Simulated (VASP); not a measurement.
Input of a VASP 6.6.1 run:

INCAR

```
PREC = Accurate
ENCUT = 520
EDIFF = 1E-7
ISMEAR = 0
SIGMA = 0.1
LREAL = F
LASPH = T
NELM = 60
ALGO = Normal
ISIF = 2
LWAVE = F
LCHARG = F
GGA = CA
NBANDS = 7
```

The input KPOINTS:

```
Automatic mesh
0
Gamma
  11 11 11
```

File POSCAR:

```
Mg
1.0
   -1.7727644967      1.7727644967      1.7727644967
    1.7727644967     -1.7727644967      1.7727644967
    1.7727644967      1.7727644967     -1.7727644967
Mg
1
Direct
    0.0000000000      0.0000000000      0.0000000000
```

Potentials or basis: VASP PAW LDA potentials, release 64 (Mg).

Launch:

```console
$ cat potpaw_LDA.64/Mg/POTCAR > POTCAR
$ mpirun -np 1 vasp_std > vasp.out
```

Task: Predict the pressure.

Result: -1.6 GPa.

Task: Estimate the band gap on the k mesh.

Result: Zero (band 1 reaches 4.93 eV, above the bottom of band 2 at 1.84 eV).
